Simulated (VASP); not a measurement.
# GaN in VASP: a series of runs, part 2 of 2

VASP 6.6.1.

## Step 5: Single point, PBE (atoms displaced along a vibrational mode)

INCAR reads:

```
SYSTEM = GaN
PREC = Accurate
ENCUT = 520
EDIFF = 1E-6
ISMEAR = 0
SIGMA = 0.05
LREAL = .False.
LASPH = .True.
NELM = 80
ALGO = Normal
ISIF = 2
LWAVE = .False.
LCHARG = .False.
GGA = PE
NBANDS = 46
```

KPOINTS reads:

```
Automatic mesh
0
Gamma
  8 6 6
  0 0 0
```

POSCAR reads:

```
GaN
1.0
   -3.2185392732      0.0000000000      0.0000000000
    0.0000000000      0.0000000000     -5.2433778863
    0.0000000001     -5.5746735474      0.0000000000
Ga N
4 4
Direct
    0.5000000000      0.0007946377      0.1720283788
    0.0000000000     -0.0035736475      0.6613082839
    0.0000000000      0.4964263525      0.3386917161
    0.5000000000      0.5007946377      0.8279716212
    0.5000000000      0.6344028885      0.1675833072
    0.0000000000      0.6362986717      0.6657711281
    0.0000000000      0.1362986717      0.3342288719
    0.5000000000      0.1344028885      0.8324166928
```

Run with:

```
> cat potpaw_PBE.64/Ga_d/POTCAR potpaw_PBE.64/N/POTCAR > POTCAR
> mpirun -np 1 vasp_std > vasp.out
```

Wall time 3.6 min (1 thread of Intel Xeon Platinum 8488C (Sapphire Rapids), shared host); peak memory 0.36 GiB.

Results (log left out):

```
Free energy            : -48.4888 eV
Pressure               : 0.6 GPa
Largest force          : 1.393 eV/Å
Band gap on the k mesh : 1.61 eV
```

Forces in eV/Å, atoms in the order of the input:
```
Ga   0.000  0.625 -0.561
Ga   0.000 -0.641 -1.237
Ga   0.000  0.641 -1.237
Ga   0.000 -0.625 -0.561
N    0.000 -0.010  0.796
N    0.000 -0.023  1.002
N    0.000  0.023  1.002
N    0.000  0.010  0.796
```

Stress tensor (GPa, compression positive):
```
-1.86  0.00  0.00
 0.00 -1.88  0.00
 0.00  0.00  5.51
```

Levels at points of the mesh, in eV from the valence-band top:
| k point | band 34 | band 35 | band 36 | band 37 | band 38 | band 39 |
| --- | --- | --- | --- | --- | --- | --- |
| (0.00, 0.00, 0.00) | -0.29 | -0.01 | 0.00 | 1.61 | 4.11 | 4.95 |
| (0.50, 0.00, 0.00) | -1.99 | -1.92 | -1.87 | 5.20 | 5.55 | 6.27 |
| (0.00, 0.50, 0.00) | -0.56 | -0.54 | -0.54 | 3.95 | 3.95 | 4.18 |
| (0.50, 0.50, 0.00) | -1.89 | -1.66 | -1.66 | 5.48 | 5.48 | 5.68 |
| (0.00, 0.00, 0.50) | -0.91 | -0.48 | -0.35 | 3.97 | 4.09 | 5.73 |
| (0.50, 0.00, 0.50) | -2.34 | -0.91 | -0.81 | 4.79 | 5.10 | 5.21 |
| (0.00, 0.50, 0.50) | -1.45 | -1.06 | -1.06 | 4.85 | 4.85 | 5.07 |
| (0.50, 0.50, 0.50) | -1.89 | -1.76 | -1.76 | 4.01 | 4.01 | 4.29 |

Caveat: the cell differs from its parent crystal (atoms displaced along a vibrational mode); forces of over 1 eV/Å act on the atoms, so gaps and moduli don't describe the material at rest.

## Step 6: Single point, PBE (atoms displaced along a vibrational mode)

INCAR reads:

```
PREC = Accurate ; ENCUT = 520
EDIFF = 1E-7 ; ISMEAR = 0
SIGMA = 0.05 ; LREAL = F
LASPH = T ; NELM = 80
ALGO = Normal ; ISIF = 2
LWAVE = F ; LCHARG = T
GGA = PE ; LELF = T
LVHAR = T ; NBANDS = 46
```

KPOINTS reads:

```
regular mesh
0
Gamma
  8 6 6
```

POSCAR reads:

```
GaN
1.0
   -3.2185392732      0.0000000000      0.0000000000
    0.0000000000      0.0000000000     -5.2433778863
    0.0000000001     -5.5746735474      0.0000000000
Ga N
4 4
Direct
    0.5000000000      0.0030475019      0.1720267142
    0.0000000000     -0.0013207833      0.6613066192
    0.0000000000      0.4986792167      0.3386933808
    0.5000000000      0.5030475019      0.8279732858
    0.5000000000      0.6231887491      0.1675727562
    0.0000000000      0.6250845323      0.6657605772
    0.0000000000      0.1250845323      0.3342394228
    0.5000000000      0.1231887491      0.8324272438
```

Potentials or basis: VASP PAW PBE potentials, release 64 (Ga_d, N).

Run with:

```
> cat potpaw_PBE.64/Ga_d/POTCAR potpaw_PBE.64/N/POTCAR > POTCAR
> mpirun -np 1 vasp_std > vasp.out
```

OUTCAR:

```text
PREC = Accurate
   ENCUT = 520
   EDIFF = 1E-7
   ISMEAR = 0
   LREAL = F
   LASPH = T
   NELM = 80
   ISIF = 2
   GGA = PE

 ion  position               nearest neighbor table
   1  0.500  0.003  0.172-   7 1.95   7 1.95   5 1.99   8 2.00
   2  0.000  0.999  0.661-   7 1.94   6 1.96   8 1.98   8 1.98
   3  0.000  0.499  0.339-   6 1.94   7 1.96   5 1.98   5 1.98
   4  0.500  0.503  0.828-   6 1.95   6 1.95   8 1.99   5 2.00
   5  0.500  0.623  0.168-   3 1.98   3 1.98   1 1.99   4 2.00
   6  0.000  0.625  0.666-   3 1.94   4 1.95   4 1.95   2 1.96
   7  0.000  0.125  0.334-   2 1.94   1 1.95   1 1.95   3 1.96
   8  0.500  0.123  0.832-   2 1.98   2 1.98   4 1.99   1 2.00

  LATTYP: Found a simple orthorhombic cell.
 ALAT       =     3.2185392732
 B/A-ratio  =     1.6291172613
 C/A-ratio  =     1.7320508076

  Lattice vectors:

 A1 = (  -3.2185392732,   0.0000000000,   0.0000000000)
 A2 = (   0.0000000000,   0.0000000000,  -5.2433778863)
 A3 = (   0.0000000001,  -5.5746735474,   0.0000000000)

Analysis of symmetry for initial positions (statically):
=====================================================================
 Subroutine PRICEL returns:
 Original cell was already a primitive cell.

 Routine SETGRP: Setting up the symmetry group for a
 simple orthorhombic supercell.

 Subroutine GETGRP returns: Found  4 space group operations
 (whereof  2 operations were pure point group operations)
 out of a pool of  8 trial point group operations.

The static configuration has the point symmetry C_1h.
 The point group associated with its full space group is C_2v.

Analysis of symmetry for dynamics (positions and initial velocities):
=====================================================================
 Subroutine PRICEL returns:
 Original cell was already a primitive cell.

 Routine SETGRP: Setting up the symmetry group for a
 simple orthorhombic supercell.

 Subroutine GETGRP returns: Found  4 space group operations
 (whereof  2 operations were pure point group operations)
 out of a pool of  8 trial point group operations.

The dynamic configuration has the point symmetry C_1h.
 The point group associated with its full space group is C_2v.

 Subroutine INISYM returns: Found  4 space group operations
 (whereof  2 operations are pure point group operations),
 and found     1 'primitive' translations

----------------------------------------------------------------------------------------

                                     Primitive cell

  volume of cell :      94.0783

  direct lattice vectors                    reciprocal lattice vectors
    -3.218539273  0.000000000  0.000000000    -0.310699953 -0.000000000  0.000000000
     0.000000000  0.000000000 -5.243377886     0.000000000  0.000000000 -0.190716752
     0.000000000 -5.574673547  0.000000000     0.000000000 -0.179382701  0.000000000

  length of vectors
     3.218539273  5.243377886  5.574673547     0.310699953  0.190716752  0.179382701

  position of ions in fractional coordinates (direct lattice)
     0.500000000  0.003047502  0.172026714
     0.000000000  0.998679217  0.661306619
[... 48 lines left out ...]
  0.250000  0.000000  0.000000      2.000000
  0.375000  0.000000 -0.000000      2.000000
  0.500000  0.000000  0.000000      1.000000
  0.000000  0.166667  0.000000      2.000000
[... 16 lines left out ...]
  0.250000  0.000000  0.166667      4.000000
  0.375000  0.000000  0.166667      4.000000
 [... further k-points ...]
   k-points           NKPTS =     80   k-points in BZ     NKDIM =     80   number of bands    NBANDS=     46
   number of dos      NEDOS =    301   number of ions     NIONS =      8
   total plane-waves  NPLWV =  40320
   dimension x,y,z NGX =    24 NGY =   40 NGZ =   42
   dimension x,y,z NGXF=    48 NGYF=   80 NGZF=   84
   ions per type =               4   4
   NGX,Y,Z   is equivalent  to a cutoff of  12.40, 12.68, 12.53 a.u.
   NGXF,Y,Z  is equivalent  to a cutoff of  24.79, 25.36, 25.05 a.u.
 SYSTEM =  unknown system
   PREC   = accura    normal or accurate (medium, high low for compatibility)
   ISTART =      0    job   : 0-new  1-cont  2-samecut
   ICHARG =      2    charge: 1-file 2-atom 10-const
   ISPIN  =      1    spin polarized calculation?
   LNONCOLLINEAR =      F non collinear calculations
   LSORBIT =      F    spin-orbit coupling
   LASPH  =      T    aspherical Exc in radial PAW
   ENCUT  =  520.0 eV  38.22 Ry    6.18 a.u.   5.98  9.75 10.37*2*pi/ulx,y,z
   NELM   =     80;   NELMIN=  2; NELMDL= -5     # of ELM steps
   EDIFF  = 0.1E-06   stopping-criterion for ELM
   LREAL  =      F    real-space projection
   EDIFFG = 0.1E-05   stopping-criterion for IOM
   NSW    =      0    number of steps for IOM
   IBRION =     -1    ionic relax: 0-MD 1-quasi-New 2-CG
   NFREE  =      0    steps in history (QN), initial steepest desc. (CG)
   ISIF   =      2    stress and relaxation
   ISYM   =      2    0-nonsym 1-usesym 2-fastsym
   POTIM  = 0.5000    time-step for ionic-motion
   TEBEG  =    0.0;   TEEND  =   0.0 temperature during run
   PSTRESS=    0.0 pullay stress
   NELECT =      72.0000    total number of electrons
   NUPDOWN=      -1.0000    fix difference up-down
   EMIN   =  10.00;   EMAX   =-10.00  energy-range for DOS
   EFERMI =   0.00;   METHOD = LEGACY
   ISMEAR =     0;   SIGMA  =   0.05  broadening in eV -4-tet -1-fermi 0-gaus
   EFERMI_NEDOS =   21; number of points for ismear=-14 and -15
   IALGO  =     38    algorithm
   IMIX   =      4    mixing-type and parameters
     AMIX     =   0.40;   BMIX     =  1.00
     AMIX_MAG =   1.60;   BMIX_MAG =  1.00
  volume/ion in A,a.u.               =      11.76        79.36
  Fermi-wavevector in a.u.,A,eV,Ry     =   1.497462  2.829793 30.509608  2.242393
  Thomas-Fermi vector in A             =   2.609347
   LORBIT       =      0    0 simple, 1 ext, 2 COOP (PROOUT), +10 PAW based schemes
   GGA     = PE    functional components
   LHFCALC =     F    Hartree Fock is set to
   AEXX    =    0.0000 exact exchange contribution
   IVDW    =     0    specifies the selected vdW correction
   LEPSILON=     F    determine dielectric tensor
   LRPA    =     F    only Hartree local field effects (RPA)
 non-spin polarized calculation
 Gauss-broadening in eV      SIGMA  =   0.05
  energy-cutoff  :      520.00
  volume of cell :       94.08
 maximum number of plane-waves:      2568
 NGX is ok and might be reduce to    24
   NGX = 11   NGY = 19   NGZ = 21

 number of electron      72.0000017 magnetization

 Free energy of the ion-electron system (eV)
  ---------------------------------------------------
  ext. energy  EPLUGINS =         0.00000000
  ---------------------------------------------------
  free energy    TOTEN  =       -48.60751371 eV

  energy without entropy =      -48.60751371  energy(sigma->0) =      -48.60751371

 E-fermi :   5.2184     XC(G=0): -11.5141

 val. band max:        5.0199239424   @ k =   0.0000   0.0000   0.0000
 cond. band min:       6.7154589864   @ k =   0.0000   0.0000   0.0000
 fundamental gap:      1.6955350441
 Fermi energy:         5.2183682870

 k-point     1 :       0.0000    0.0000    0.0000
  band No.  band energies     occupation
      1     -10.7715      2.00000
      2     -10.0841      2.00000
      3      -9.7466      2.00000
      4      -9.7284      2.00000
      5      -8.4202      2.00000
      6      -8.4099      2.00000
[... 1165 lines left out ...]
     45      14.4906      0.00000
     46      14.7808      0.00000

 [... further k-points ...]

------------------------ aborting loop because EDIFF is reached ----------------------------------------

  FORCE on cell =-STRESS in cart. coord.  units (eV):
  Direction    XX          YY          ZZ          XY          YZ          ZX
  --------------------------------------------------------------------------------------
  -------------------------------------------------------------------------------------
  Total        0.1193678      0.1261501      0.1188139     -0.0000000      0.0000000      0.0000000
  in kB        2.0328649      2.1483681      2.0234313     -0.0000000      0.0000000      0.0000000
  external PRESSURE =       2.0682215 kB  Pullay stress =       0.0000000 kB

 VOLUME and BASIS-vectors are now :
 -----------------------------------------------------------------------------
  energy-cutoff  :      520.00
  volume of cell :       94.08
      direct lattice vectors                 reciprocal lattice vectors
    -3.218539273  0.000000000  0.000000000    -0.310699953 -0.000000000  0.000000000
     0.000000000  0.000000000 -5.243377886     0.000000000  0.000000000 -0.190716752
     0.000000000 -5.574673547  0.000000000     0.000000000 -0.179382701  0.000000000

 POSITION                                       TOTAL-FORCE (eV/Angst)
 -----------------------------------------------------------------------------------
     -1.60927     -0.95899     -0.01598        -0.000000      0.682412      0.270902
      0.00000     -3.68657     -5.23645         0.000000     -0.707929     -0.259668
      0.00000     -1.88811     -2.61476        -0.000000      0.707929     -0.259668
     -1.60927     -4.61568     -2.63767         0.000000     -0.682412      0.270902
     -1.60927     -0.93416     -3.26761        -0.000000      0.001897     -0.028572
      0.00000     -3.71140     -3.27755         0.000000     -0.040908      0.017338
      0.00000     -1.86328     -0.65587        -0.000000      0.040908      0.017338
     -1.60927     -4.64051     -0.64593         0.000000     -0.001897     -0.028572
 -----------------------------------------------------------------------------------
    total drift:                               -0.000000     -0.000012     -0.001099

  FREE ENERGIE OF THE ION-ELECTRON SYSTEM (eV)
  ---------------------------------------------------
  free  energy   TOTEN  =       -48.6075137128 eV

  energy  without entropy=      -48.6075137128  energy(sigma->0) =      -48.60751371
```

Wall time 3.9 min (1 thread of AMD EPYC 9R45 (Zen 5), shared host); peak memory 0.34 GiB.

What came out:

```
Free energy            : -48.6075 eV
Pressure               : 0.2 GPa
Largest force          : 0.754 eV/Å
Band gap on the k mesh : 1.70 eV
```

Forces in eV/Å, atoms in the order of the input:
```
Ga   0.000  0.682  0.271
Ga   0.000 -0.708 -0.260
Ga   0.000  0.708 -0.260
Ga   0.000 -0.682  0.271
N    0.000  0.002 -0.029
N    0.000 -0.041  0.017
N    0.000  0.041  0.017
N    0.000 -0.002 -0.029
```

Caveat: the cell differs from its parent crystal (atoms displaced along a vibrational mode).

## Step 7: The runs side by side

```tsv
cell	gap on the mesh (eV)	pressure (GPa)	largest force (eV/Å)
as given, atomic positions A	1.59	1.0	1.23
as given, atomic positions B	1.59	0.9	1.49
as given, atomic positions C	1.57	1.4	1.70
as given, atomic positions D	1.61	0.6	1.39
as given, atomic positions E	1.70	0.2	0.75
```

Alike in all rows: task single point; level PBE; potentials or basis VASP PAW PBE potentials, release 64 (Ga_d, N); no spin polarisation; k mesh 8 × 6 × 6; cutoff (eV) 520; smearing gaussian 0.05 eV.

Caveats: forces of over 1 eV/Å act on the atoms, so gaps and moduli don't describe the material at rest (at least some runs).

Total energies depend on the potentials used, so only differences within one code and one set of settings carry meaning.
